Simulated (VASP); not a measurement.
# VO2 in VASP: notebook, part 2 of 2

VASP 6.6.1. Earlier steps stand in the parts before.

### Step 3. Relaxation of shape and atoms at fixed volume, PBE+U, collinear spin, ferromagnetic start (9.22 Å³/atom)

This run uses another cell than the first one, of 9.22 Å³/atom.

INCAR

```
PREC = Accurate
ENCUT = 600
EDIFF = 1E-7
ISMEAR = 0
SIGMA = 0.02
LREAL = False
LASPH = True
NELM = 200
ALGO = Normal
ISIF = 4
LWAVE = False
LCHARG = False
ISPIN = 2
MAGMOM = 0.95 0.95 0 0 0 0
LORBIT = 11
LMAXMIX = 4
LDAU = True
LDAUTYPE = 2
LDAUL = 2 -1
LDAUU = 3.25 0
LDAUJ = 0 0
LDAUPRINT = 1
GGA = PE
IBRION = 2
NSW = 50
EDIFFG = -0.01
GGA_COMPAT = False
NELMIN = 4
KPAR = 4
```

KPOINTS

```
Automatic mesh
0
Gamma
  6 10 6
```

POSCAR

```
VO2
1.0
    4.3345161392      0.0000000000      0.0685429322
    0.0000000000      2.9430219159      0.0000000000
   -0.0685279047      0.0000000000      4.3345163768
V O
2 4
Direct
    0.0000000000      0.0000000000      0.0000000000
    0.5000000000      0.5000000000      0.5000000000
    0.7989370446      0.5000000000      0.2010629554
    0.2010629554      0.5000000000      0.7989370446
    0.7010628746      0.0000000000      0.7010628746
    0.2989371254      0.0000000000      0.2989371254
```

Potentials or basis: VASP PAW PBE potentials, release 64 (V_sv, O).

The run is started by

```console
> cat potpaw_PBE.64/V_sv/POTCAR potpaw_PBE.64/O/POTCAR > POTCAR
> mpirun -np 4 vasp_std > vasp.out
```

Wall time 1.9 min (4 MPI ranks of Intel Xeon 6975P-C (Granite Rapids), shared host); peak memory 0.32 GiB.

Results (log left out):

```yaml
Free_energy: -46.0064 eV
Energy_gained_by_relaxing: 0.1 meV/atom
Ionic_steps: 4
Pressure_after_relaxing: 31.6 GPa
Band_gap_on_the_k_mesh: 1.01 eV (least direct gap 1.25 eV)
Net_moment: 2.00 μB per cell
Site_moments: V +1.04; O -0.03 μB
Valence_electrons_inside_the_program's_atomic_spheres: V 11.59; O 5.12
```

Forces in eV/Å, atoms in the order of the input:
```
V    0.000  0.000  0.000
V    0.000  0.000  0.000
O    0.001  0.000 -0.001
O   -0.001  0.000  0.001
O   -0.001  0.000 -0.001
O    0.001  0.000  0.001
```

The path:
| step | energy change (eV) | largest force (eV/Å) | pressure (GPa) | volume (Å³) |
| --- | --- | --- | --- | --- |
| 1 | 0.0000 | 0.0567 | 31.71 | 55.31 |
| 2 | -0.0005 | 0.0000 | 31.67 | 55.31 |
| 3 | -0.0006 | 0.0167 | 31.65 | 55.31 |
| 4 | -0.0006 | 0.0021 | 31.62 | 55.31 |

Final structure:
```
V O
1.0
     4.32885    0.00000    0.06846
     0.00000    2.95073    0.00000
    -0.06843    0.00000    4.32885
V O
2 4
Direct
  0.00000 0.00000 0.00000
  0.50000 0.50000 0.50000
  0.79948 0.50000 0.20052
  0.20052 0.50000 0.79948
  0.70052 0.00000 0.70052
  0.29948 0.00000 0.29948
```

Levels at points of the mesh, in eV from the valence-band top:
Spin up:
| k point | band 23 | band 24 | band 25 | band 26 | band 27 | band 28 | band 29 | band 30 |
| --- | --- | --- | --- | --- | --- | --- | --- | --- |
| (0.00, 0.00, 0.00) | -0.86 | -0.75 | -0.75 | -0.24 | 1.32 | 1.41 | 1.41 | 2.96 |
| (0.50, 0.00, 0.00) | -1.12 | -1.12 | -0.41 | -0.41 | 2.21 | 2.21 | 2.63 | 2.63 |
| (0.00, 0.50, 0.00) | -1.90 | -1.90 | -0.62 | -0.62 | 2.41 | 2.41 | 2.97 | 2.97 |
| (0.50, 0.50, 0.00) | -1.48 | -1.48 | -0.63 | -0.63 | 1.01 | 1.01 | 3.18 | 3.18 |
| (0.50, 0.00, 0.50) | -1.62 | -1.62 | -1.23 | -1.23 | 1.45 | 1.45 | 3.05 | 3.05 |
| (0.50, 0.50, 0.50) | -0.93 | -0.93 | -0.62 | -0.62 | 1.95 | 1.95 | 2.32 | 2.32 |
Spin down:
```csv
k point,band 20,band 21,band 22,band 23,band 24,band 25,band 26,band 27,band 28,band 29
"(0.00, 0.00, 0.00)",-3.10,-1.23,-0.81,-0.81,-0.35,2.11,2.15,2.15,2.69,2.84
"(0.50, 0.00, 0.00)",-3.82,-2.56,-2.56,-1.18,-1.18,2.92,2.92,3.23,3.23,3.50
"(0.00, 0.50, 0.00)",-3.39,-3.20,-3.20,-1.90,-1.90,3.06,3.06,3.57,3.57,3.92
"(0.50, 0.50, 0.00)",-3.18,-2.56,-2.56,-1.56,-1.56,1.76,1.76,3.79,3.79,4.05
"(0.50, 0.00, 0.50)",-2.68,-2.12,-2.12,-1.63,-1.63,2.19,2.19,2.62,2.62,3.65
"(0.50, 0.50, 0.50)",-3.13,-1.95,-1.95,-0.97,-0.97,2.59,2.59,2.99,2.99,4.13
```

Eigenvalues of the final occupation matrices:
```csv
site,spin,trace,eigenvalues
site 1 d,1,1.96,0.15 0.17 0.31 0.41 0.93
site 1 d,2,0.95,0.06 0.12 0.14 0.29 0.34
site 2 d,1,1.96,0.15 0.17 0.31 0.41 0.93
site 2 d,2,0.95,0.06 0.12 0.14 0.29 0.34
```

A k mesh can miss the band edges. The state reached can hang on the start; a lower one may exist.

### Step 4. Single point, PBE+U, collinear spin, ferromagnetic start (10.74 Å³/atom)

This run uses another cell than the first one, of 10.74 Å³/atom.

INCAR

```
SYSTEM = VO2
PREC = Accurate ; ENCUT = 600
EDIFF = 1E-6 ; ISMEAR = 0
SIGMA = 0.02 ; LREAL = .False.
LASPH = .True. ; NELM = 200
ALGO = Normal ; ISIF = 2
LWAVE = .False. ; LCHARG = .True.
ISPIN = 2 ; MAGMOM = 0.95 0.95 0 0 0 0
LORBIT = 11 ; LMAXMIX = 4
LDAU = .True. ; LDAUTYPE = 2
LDAUL = 2 -1 ; LDAUU = 3.25 0
LDAUJ = 0 0 ; LDAUPRINT = 1
GGA = PE ; LELF = .True.
LVHAR = .True. ; NBANDS = 38
GGA_COMPAT = .False.
```

KPOINTS

```
regular mesh
0
Gamma
  6 10 6
  0 0 0
```

POSCAR

```
VO2
1.0
    4.5770876060      0.0000000000      0.0723708474
    0.0000000000      3.0744029751      0.0000000000
   -0.0723708474      0.0000000000      4.5770876060
V O
2 4
Direct
    0.0000000000      0.0000000000      0.0000000000
    0.5000000000      0.5000000000      0.5000000000
    0.7992174884      0.5000000000      0.2007825116
    0.2007825116      0.5000000000      0.7992174884
    0.7007825116      0.0000000000      0.7007825116
    0.2992174884      0.0000000000      0.2992174884
```

The run is started by

```console
> cat potpaw_PBE.64/V_sv/POTCAR potpaw_PBE.64/O/POTCAR > POTCAR
> mpirun -np 1 vasp_std > vasp.out
```

It took 5.4 min on 1 thread of Intel Xeon Platinum 8259CL at 2.50GHz (Skylake/Cascade Lake), shared host; peak memory 0.4 GiB.

Results (log left out):

| Property | Result |
| --- | --- |
| Free energy | -46.5224 eV |
| Pressure | -9.2 GPa |
| Largest force | 0.048 eV/Å |
| Band gap on the k mesh | 0.84 eV (least direct gap 1.05 eV) |
| Net moment | 2.00 μB per cell |
| Site moments | V +1.09; O -0.06 μB |
| Valence electrons inside the program's atomic spheres | V 11.23; O 5.03 |

Forces in eV/Å, atoms in the order of the input:
```
V    0.000  0.000  0.000
V    0.000  0.000  0.000
O    0.034  0.000 -0.033
O   -0.034  0.000  0.033
O   -0.033  0.000 -0.034
O    0.033  0.000  0.034
```

Stress tensor (GPa, compression positive):
```
-9.11  0.00  0.00
 0.00 -9.47  0.00
 0.00  0.00 -9.11
```

Levels at points of the mesh, in eV from the valence-band top:
Spin up:
```tsv
k point	band 23	band 24	band 25	band 26	band 27	band 28	band 29	band 30
(0.00, 0.00, 0.00)	-0.93	-0.54	-0.54	0.00	1.05	1.19	1.19	2.05
(0.50, 0.00, 0.00)	-0.86	-0.86	-0.69	-0.69	1.79	1.79	2.16	2.16
(0.00, 0.50, 0.00)	-1.55	-1.55	-0.96	-0.96	1.94	1.94	2.44	2.44
(0.50, 0.50, 0.00)	-1.06	-1.06	-0.97	-0.97	0.84	0.84	2.57	2.57
(0.50, 0.00, 0.50)	-1.44	-1.44	-1.41	-1.41	1.22	1.22	2.51	2.51
(0.50, 0.50, 0.50)	-0.97	-0.97	-0.70	-0.70	1.62	1.62	1.92	1.92
```
Spin down:
```
           k point  band 21  band 22  band 23  band 24  band 25  band 26  band 27  band 28
(0.00, 0.00, 0.00)    -1.01    -0.66    -0.66    -0.17     1.96     2.01     2.01     2.56
(0.50, 0.00, 0.00)    -2.07    -2.07    -0.88    -0.88     2.57     2.57     2.90     2.90
(0.00, 0.50, 0.00)    -2.57    -2.57    -1.59    -1.59     2.67     2.67     3.07     3.07
(0.50, 0.50, 0.00)    -2.06    -2.06    -1.20    -1.20     1.68     1.68     3.24     3.24
(0.50, 0.00, 0.50)    -1.77    -1.77    -1.48    -1.48     2.04     2.04     2.47     2.47
(0.50, 0.50, 0.50)    -1.49    -1.49    -0.79    -0.79     2.35     2.35     2.64     2.64
```

Eigenvalues of the final occupation matrices:
```tsv
site	spin	trace	eigenvalues
site 1 d	1	1.89	0.14 0.17 0.28 0.37 0.93
site 1 d	2	0.82	0.05 0.10 0.12 0.25 0.29
site 2 d	1	1.89	0.14 0.17 0.28 0.37 0.93
site 2 d	2	0.82	0.05 0.10 0.12 0.25 0.29
```

Caveat: the cell stands under tension. The state reached can hang on the start; a lower one may exist.

### Step 5. Single point, PBE+U, collinear spin, ferromagnetic start (9.22 Å³/atom)

This run uses another cell than the first one, of 9.22 Å³/atom.

INCAR

```
ALGO = Normal
EDIFF = 1E-6
ENCUT = 600
GGA = PE
GGA_COMPAT = F
ISIF = 2
ISMEAR = 0
ISPIN = 2
LASPH = T
LCHARG = F
LDAU = T
LDAUJ = 0 0
LDAUL = 2 -1
LDAUPRINT = 1
LDAUTYPE = 2
LDAUU = 3.25 0
LMAXMIX = 4
LORBIT = 11
LREAL = F
LWAVE = F
MAGMOM = 0.95 0.95 0 0 0 0
NBANDS = 38
NELM = 200
PREC = Accurate
SIGMA = 0.02
```

KPOINTS

```
k-points
0
Gamma
  6 10 6
```

POSCAR

```
VO2
1.0
    4.3299579840      0.0000000000      0.0684633451
    0.0000000000      2.9492215887      0.0000000000
   -0.0684633451      0.0000000000      4.3299579840
V O
2 4
Direct
    0.0000000000      0.0000000000      0.0000000000
    0.5000000000      0.5000000000      0.5000000000
    0.7990038710      0.5000000000      0.2009961290
    0.2009961290      0.5000000000      0.7990038710
    0.7009961290      0.0000000000      0.7009961290
    0.2990038710      0.0000000000      0.2990038710
```

The run is started by

```console
> cat potpaw_PBE.64/V_sv/POTCAR potpaw_PBE.64/O/POTCAR > POTCAR
> mpirun -np 1 vasp_std > vasp.out
```

It took 2.9 min on 1 thread of Intel Xeon Platinum 8259CL at 2.50GHz (Skylake/Cascade Lake), shared host; peak memory 0.34 GiB.

Results (log left out):

```yaml
Free_energy: -46.0060 eV
Pressure: 31.6 GPa
Largest_force: 0.072 eV/Å
Band_gap_on_the_k_mesh: 1.01 eV (least direct gap 1.26 eV)
Net_moment: 2.00 μB per cell
Site_moments: V +1.04; O -0.03 μB
Valence_electrons_inside_the_program's_atomic_spheres: V 11.59; O 5.12
```

Forces in eV/Å, atoms in the order of the input:
```
V    0.000  0.000  0.000
V    0.000  0.000  0.000
O    0.052  0.000 -0.050
O   -0.052  0.000  0.050
O   -0.050  0.000 -0.052
O    0.050  0.000  0.052
```

Stress tensor (GPa, compression positive):
```
31.70  0.00  0.00
 0.00 31.45  0.00
 0.00  0.00 31.70
```

Levels at points of the mesh, in eV from the valence-band top:
Spin up:
```
           k point  band 23  band 24  band 25  band 26  band 27  band 28  band 29  band 30
(0.00, 0.00, 0.00)    -0.88    -0.75    -0.75    -0.23     1.33     1.42     1.42     2.97
(0.50, 0.00, 0.00)    -1.11    -1.11    -0.42    -0.42     2.23     2.23     2.64     2.64
(0.00, 0.50, 0.00)    -1.89    -1.89    -0.61    -0.61     2.42     2.42     2.97     2.97
(0.50, 0.50, 0.00)    -1.48    -1.48    -0.62    -0.62     1.01     1.01     3.18     3.18
(0.50, 0.00, 0.50)    -1.63    -1.63    -1.24    -1.24     1.46     1.46     3.06     3.06
(0.50, 0.50, 0.50)    -0.92    -0.92    -0.60    -0.60     1.96     1.96     2.31     2.31
```
Spin down:
```
           k point  band 20  band 21  band 22  band 23  band 24  band 25  band 26  band 27  band 28  band 29
(0.00, 0.00, 0.00)    -3.09    -1.22    -0.81    -0.81    -0.34     2.12     2.16     2.16     2.69     2.83
(0.50, 0.00, 0.00)    -3.82    -2.55    -2.55    -1.17    -1.17     2.93     2.93     3.23     3.23     3.50
(0.00, 0.50, 0.00)    -3.39    -3.21    -3.21    -1.90    -1.90     3.07     3.07     3.57     3.57     3.94
(0.50, 0.50, 0.00)    -3.17    -2.55    -2.55    -1.55    -1.55     1.76     1.76     3.79     3.79     4.06
(0.50, 0.00, 0.50)    -2.68    -2.11    -2.11    -1.64    -1.64     2.20     2.20     2.61     2.61     3.65
(0.50, 0.50, 0.50)    -3.14    -1.95    -1.95    -0.96    -0.96     2.60     2.60     2.99     2.99     4.14
```

Eigenvalues of the final occupation matrices:
```csv
site,spin,trace,eigenvalues
site 1 d,1,1.96,0.15 0.17 0.30 0.41 0.93
site 1 d,2,0.95,0.06 0.12 0.14 0.29 0.34
site 2 d,1,1.96,0.15 0.17 0.30 0.41 0.93
site 2 d,2,0.95,0.06 0.12 0.14 0.29 0.34
```

Caveat: the cell stands under pressure. A k mesh can miss the band edges.

### Step 6. Summary

| task | cell | gap on the mesh (eV) | pressure (GPa) | moment (μB) | largest force (eV/Å) |
| --- | --- | --- | --- | --- | --- |
| relaxation of cell and atoms | relaxed from a = 4.482, b = 3.025 Å, 6 atoms | 0.95 | 0.1 | 2.00 | - |
| relaxation of shape and atoms at fixed volume | relaxed from a = 4.335, b = 2.943 Å, 6 atoms | 1.01 | 31.6 | 2.00 | - |
| single point | a = 4.578, b = 3.074 Å, 6 atoms | 0.84 | -9.2 | 2.00 | 0.05 |
| single point | a = 4.330, b = 2.949 Å, 6 atoms | 1.01 | 31.6 | 2.00 | 0.07 |

Alike in all rows: level PBE+U; potentials or basis VASP PAW PBE potentials, release 64 (V_sv, O); spin collinear, ferromagnetic start; V d U = 3.25 eV; k mesh 6 × 10 × 6; cutoff (eV) 600; smearing gaussian 0.02 eV.

Caveats: the cell stands under tension (at least some runs); the cell stands under pressure (at least some runs).

Total energies depend on the potentials used, so only differences within one code and one set of settings carry meaning.
